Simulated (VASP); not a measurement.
# Bi2Te3 in VASP: further runs, part 4 of 4

VASP 6.6.1. Earlier steps stand in the parts before.

### 5 Electric field gradients, PBE (zz strain of +3 %)

INCAR

```
SYSTEM = Bi2Te3
PREC = Accurate
ENCUT = 520
EDIFF = 1E-8
ISMEAR = -1
SIGMA = 0.08
LREAL = .False.
LASPH = .True.
NELM = 100
ALGO = Normal
ISIF = 2
LWAVE = .False.
LCHARG = .False.
GGA = PE
LEFG = .True.
NBANDS = 32
```

KPOINTS

```
regular mesh
0
Gamma
  7 7 7
  0 0 0
```

POSCAR

```
Bi2Te3
1.0
    2.1930005584      1.2661294627     10.4706401000
   -2.1930005584      1.2661294627     10.4706401000
    0.0000000000     -2.5322589254     10.4706401000
Bi Te
2 3
Direct
    0.4000000000      0.4000000000      0.4000000000
    0.6000000000      0.6000000000      0.6000000000
    0.0000000000      0.0000000000      0.0000000000
    0.2095000000      0.2095000000      0.2095000000
    0.7905000000      0.7905000000      0.7905000000
```

Potentials or basis: VASP PAW PBE potentials, release 64 (Bi_d, Te).

Launch:

```console
> cat potpaw_PBE.64/Bi_d/POTCAR potpaw_PBE.64/Te/POTCAR > POTCAR
> mpirun -np 1 vasp_std > vasp.out
```

OUTCAR:

```text
SYSTEM = Bi2Te3
   PREC = Accurate
   ENCUT = 520
   EDIFF = 1E-8
   ISMEAR = -1
   LREAL = .False.
   LASPH = .True.
   NELM = 100
   ISIF = 2
   GGA = PE

 ion  position               nearest neighbor table
   1  0.400  0.400  0.400-   5 3.10   5 3.10   5 3.10   3 3.29   3 3.29   3 3.29
   2  0.600  0.600  0.600-   4 3.10   4 3.10   4 3.10   3 3.29   3 3.29   3 3.29
   3  0.000  0.000  0.000-   2 3.29   1 3.29   2 3.29   2 3.29   1 3.29   1 3.29
   4  0.209  0.209  0.209-   2 3.10   2 3.10   2 3.10
   5  0.791  0.791  0.791-   1 3.10   1 3.10   1 3.10

  LATTYP: Found a trigonal (rhomboedric) cell.
 ALAT       =    10.7724945750
 COS(alpha) =     0.9171151965

  Lattice vectors:

 A1 = (   2.1930005584,   1.2661294627,  10.4706401000)
 A2 = (  -2.1930005584,   1.2661294627,  10.4706401000)
 A3 = (   0.0000000000,  -2.5322589254,  10.4706401000)

Analysis of symmetry for initial positions (statically):
=====================================================================
 Subroutine PRICEL returns:
 Original cell was already a primitive cell.

 Routine SETGRP: Setting up the symmetry group for a
 trigonal (rhombohedral) supercell.

 Subroutine GETGRP returns: Found 12 space group operations
 (whereof 12 operations were pure point group operations)
 out of a pool of 12 trial point group operations.

The static configuration has the point symmetry D_3d.

Analysis of symmetry for dynamics (positions and initial velocities):
=====================================================================
 Subroutine PRICEL returns:
 Original cell was already a primitive cell.

 Routine SETGRP: Setting up the symmetry group for a
 trigonal (rhombohedral) supercell.

 Subroutine GETGRP returns: Found 12 space group operations
 (whereof 12 operations were pure point group operations)
 out of a pool of 12 trial point group operations.

The dynamic configuration has the point symmetry D_3d.

 Subroutine INISYM returns: Found 12 space group operations
 (whereof 12 operations are pure point group operations),
 and found     1 'primitive' translations

----------------------------------------------------------------------------------------

                                     Primitive cell

  volume of cell :     174.4381

  direct lattice vectors                    reciprocal lattice vectors
     2.193000558  1.266129463 10.470640100     0.227998118  0.131634775  0.031835048
    -2.193000558  1.266129463 10.470640100    -0.227998118  0.131634775  0.031835048
     0.000000000 -2.532258925 10.470640100     0.000000000 -0.263269550  0.031835048

  length of vectors
    10.772494575 10.772494575 10.772494575     0.265187341  0.265187341  0.265187341

  position of ions in fractional coordinates (direct lattice)
     0.400000000  0.400000000  0.400000000
     0.600000000  0.600000000  0.600000000
     0.000000000  0.000000000  0.000000000
     0.209500000  0.209500000  0.209500000
     0.790500000  0.790500000  0.790500000

[... 95 lines left out ...]
   EFERMI_NEDOS =   21; number of points for ismear=-14 and -15
   IALGO  =     38    algorithm
   IMIX   =      4    mixing-type and parameters
     AMIX     =   0.40;   BMIX     =  1.00
     AMIX_MAG =   1.60;   BMIX_MAG =  1.00
  volume/ion in A,a.u.               =      34.89       235.43
  Fermi-wavevector in a.u.,A,eV,Ry     =   1.064817  2.012212 15.426752  1.133834
  Thomas-Fermi vector in A             =   2.200348
   LORBIT       =      0    0 simple, 1 ext, 2 COOP (PROOUT), +10 PAW based schemes
   GGA     = PE    functional components
   LHFCALC =     F    Hartree Fock is set to
   AEXX    =    0.0000 exact exchange contribution
   IVDW    =     0    specifies the selected vdW correction
   LEPSILON=     F    determine dielectric tensor
   LRPA    =     F    only Hartree local field effects (RPA)
 non-spin polarized calculation
  energy-cutoff  :      520.00
  volume of cell :      174.44
 maximum number of plane-waves:      4712
   NGX = 41   NGY = 41   NGZ = 41

 number of electron      47.9999997 magnetization

 Free energy of the ion-electron system (eV)
  ---------------------------------------------------
  ext. energy  EPLUGINS =         0.00000000
  ---------------------------------------------------
  free energy    TOTEN  =       -18.35523472 eV

  energy without entropy =      -18.35403764  energy(sigma->0) =      -18.35463618

 E-fermi :   6.0563     XC(G=0):  -9.2000

 val. band max:        5.8793429289   @ k =   0.0000   0.0000   0.0000
 cond. band min:       6.2656147736   @ k =   0.0000   0.0000   0.0000
 fundamental gap:      0.3862718446
 Fermi energy:         6.0562714944

 k-point     1 :       0.0000    0.0000    0.0000
  band No.  band energies     occupation
      1     -17.3434      2.00000
      2     -17.3434      2.00000
      3     -17.3425      2.00000
      4     -17.3425      2.00000
      5     -17.3358      2.00000
      6     -17.3346      2.00000
[... 829 lines left out ...]
     31      10.4158      0.00000
     32      10.4676      0.00000

 [... further k-points ...]

------------------------ aborting loop because EDIFF is reached ----------------------------------------

  FORCE on cell =-STRESS in cart. coord.  units (eV):
  Direction    XX          YY          ZZ          XY          YZ          ZX
  --------------------------------------------------------------------------------------
  -------------------------------------------------------------------------------------
  Total        0.7649512      0.7649512     -0.6124318      0.0000000      0.0000000      0.0000000
  in kB        7.0259167      7.0259167     -5.6250572      0.0000000      0.0000000      0.0000000
  external PRESSURE =       2.8089254 kB  Pullay stress =       0.0000000 kB

 VOLUME and BASIS-vectors are now :
 -----------------------------------------------------------------------------
  energy-cutoff  :      520.00
  volume of cell :      174.44
      direct lattice vectors                 reciprocal lattice vectors
     2.193000558  1.266129463 10.470640100     0.227998118  0.131634775  0.031835048
    -2.193000558  1.266129463 10.470640100    -0.227998118  0.131634775  0.031835048
     0.000000000 -2.532258925 10.470640100     0.000000000 -0.263269550  0.031835048

 POSITION                                       TOTAL-FORCE (eV/Angst)
 -----------------------------------------------------------------------------------
      0.00000      0.00000     12.56477         0.000000     -0.000000      0.106260
      0.00000      0.00000     18.84715         0.000000     -0.000000     -0.106260
      0.00000      0.00000      0.00000         0.000000     -0.000000      0.000000
      0.00000      0.00000      6.58080         0.000000      0.000000      0.286360
      0.00000      0.00000     24.83112         0.000000     -0.000000     -0.286360
 -----------------------------------------------------------------------------------
    total drift:                               -0.000000     -0.000000     -0.000000

  FREE ENERGIE OF THE ION-ELECTRON SYSTEM (eV)
  ---------------------------------------------------
  free  energy   TOTEN  =       -18.3552347197 eV

  energy  without entropy=      -18.3540376425  energy(sigma->0) =      -18.35463618

 Electric field gradients (V/A^2)
---------------------------------------------------------------------
 ion       V_xx      V_yy      V_zz      V_xy      V_xz      V_yz
---------------------------------------------------------------------
   1     -20.857   -20.857    41.714     0.000     0.000     0.000
   2     -20.857   -20.857    41.714     0.000     0.000     0.000
   3     -60.278   -60.278   120.555    -0.000    -0.000     0.000
   4     -14.943   -14.943    29.885    -0.000    -0.000     0.000
   5     -14.943   -14.943    29.885    -0.000    -0.000     0.000
---------------------------------------------------------------------

 Electric field gradients after diagonalization (V/A^2)
 (convention: |V_zz| > |V_xx| > |V_yy|)
----------------------------------------------------------------------
 ion       V_xx      V_yy      V_zz     asymmetry (V_yy - V_xx)/ V_zz
----------------------------------------------------------------------
   1     -20.857   -20.857    41.714       0.000
   2     -20.857   -20.857    41.714       0.000
   3     -60.278   -60.278   120.555       0.000
   4     -14.943   -14.943    29.885       0.000
   5     -14.943   -14.943    29.885       0.000
----------------------------------------------------------------------

           NMR quadrupolar parameters

 Cq : quadrupolar parameter    Cq=e*Q*V_zz/h
 eta: asymmetry parameters     (V_yy - V_xx)/ V_zz
 Q  : nuclear electric quadrupole moment in mb (millibarn)
----------------------------------------------------------------------
 ion       Cq(MHz)       eta       Q (mb)
----------------------------------------------------------------------
   1       0.101       0.000       1.000
   2       0.101       0.000       1.000
   3       0.292       0.000       1.000
   4       0.072       0.000       1.000
   5       0.072       0.000       1.000
----------------------------------------------------------------------
```

stdout:

```text
POSCAR found type information on POSCAR BiTe
 POSCAR found :  2 types and       5 ions
 scaLAPACK will be used
 LDA part: xc-table for (Slater+PW92), standard interpolation
 POSCAR, INCAR and KPOINTS ok, starting setup
 FFT: planning ... GRIDC
 FFT: planning ... GRID_SOFT
 FFT: planning ... GRID
 WAVECAR not read
 entering main loop
ion   1

ion   2

ion   3

ion   4

ion   5
```

Run time: 19 min. Hardware: 1 thread of Intel Xeon Platinum 8259CL at 2.50GHz (Skylake/Cascade Lake), shared host; peak memory 1 GiB.

Results:

- Free energy: -18.3552 eV
- Pressure: 0.3 GPa
- Largest force: 0.286 eV/Å
- Band gap on the k mesh: 0.39 eV
- Largest electric field gradient by atom: Bi +41.7; Te +120.6, +29.9 (each value once) V/Å²

Forces in eV/Å, atoms in the order of the input:
```
Bi   0.000  0.000  0.106
Bi   0.000  0.000 -0.106
Te   0.000  0.000  0.000
Te   0.000  0.000  0.286
Te   0.000  0.000 -0.286
```

Levels at points of the mesh, in eV from the valence-band top:
| k point | band 21 | band 22 | band 23 | band 24 | band 25 | band 26 | band 27 | band 28 |
| --- | --- | --- | --- | --- | --- | --- | --- | --- |
| (0.00, 0.00, 0.00) | -1.56 | -0.75 | -0.75 | 0.00 | 0.39 | 0.75 | 0.75 | 2.02 |

Electric field gradients, principal values (V/Å²):
```csv
atom,least,middle,greatest (by size)
1 Bi,-20.857,-20.857,41.714
2 Bi,-20.857,-20.857,41.714
3 Te,-60.278,-60.278,120.555
4 Te,-14.943,-14.943,29.885
5 Te,-14.943,-14.943,29.885
```

Caveat: the cell differs from its parent crystal (zz strain of +3 %); without QUAD_EFG the Cq values of the log hold for a quadrupole moment of 1 mb, not for the nuclei; spin-orbit coupling is left out, which moves the levels of the heavy elements.

### 6 Summary

| cell | gap on the mesh (eV) | pressure (GPa) | largest force (eV/Å) |
| --- | --- | --- | --- |
| a = 10.470 Å, angles 23.9°, 5 atoms | 0.30 | 3.0 | 0.08 |
| a = 10.513, b = 10.465, c = 10.452 Å, angles 24.1, 24.3, 24.1°, 5 atoms | 0.28 | 1.9 | 0.08 |
| a = 10.575 Å, angles 23.9°, 5 atoms | 0.32 | 1.3 | 0.12 |
| a = 10.772 Å, angles 23.5°, 5 atoms | 0.39 | 0.3 | 0.29 |

Alike in all rows: task electric field gradients; level PBE; potentials or basis VASP PAW PBE potentials, release 64 (Bi_d, Te); no spin polarisation; k mesh 7 × 7 × 7; cutoff (eV) 520; smearing fermi-dirac 0.08 eV.

Caveats: spin-orbit coupling is left out, which moves the levels of the heavy elements; the cell stands under pressure (at least some runs).

Absolute energies hang on the potentials; compare differences alone.
